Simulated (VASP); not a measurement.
Here is a VASP 6.6.1 calculation.

INCAR

```
SYSTEM = Mo
PREC = Accurate
ENCUT = 520
EDIFF = 1E-7
ISMEAR = -1
SIGMA = 0.05
LREAL = .False.
LASPH = .True.
NELM = 80
ALGO = Normal
ISIF = 2
LWAVE = .False.
LCHARG = .False.
GGA = PE
NBANDS = 21
```

The input KPOINTS:

```
regular mesh
0
Gamma
  16 16 9
  0 0 0
```

The input POSCAR:

```
Mo
1.0
    2.6744950241      0.0000000000      0.0000000000
   -1.3372475121      2.3161806332      0.0000000000
    0.0000000000      0.0000000000      4.6747937024
Mo
2
Direct
    0.3333333333      0.6666666667      0.2500000000
    0.6666666667      0.3333333333      0.7500000000
```

Potentials or basis: VASP PAW PBE potentials, release 64 (Mo_sv).

Command:

```sh
$ cat potpaw_PBE.64/Mo_sv/POTCAR > POTCAR
$ mpirun -np 1 vasp_std > vasp.out
```

Q: What does it give for the band gap on the k mesh?

A: Zero (band 14 reaches 15.09 eV, above the bottom of band 15 at 12.80 eV).

Q: Estimate the pressure.

A: 31.7 GPa.

Stress tensor (GPa, compression positive):
```
31.77  0.00  0.00
 0.00 31.77  0.00
 0.00  0.00 31.59
```
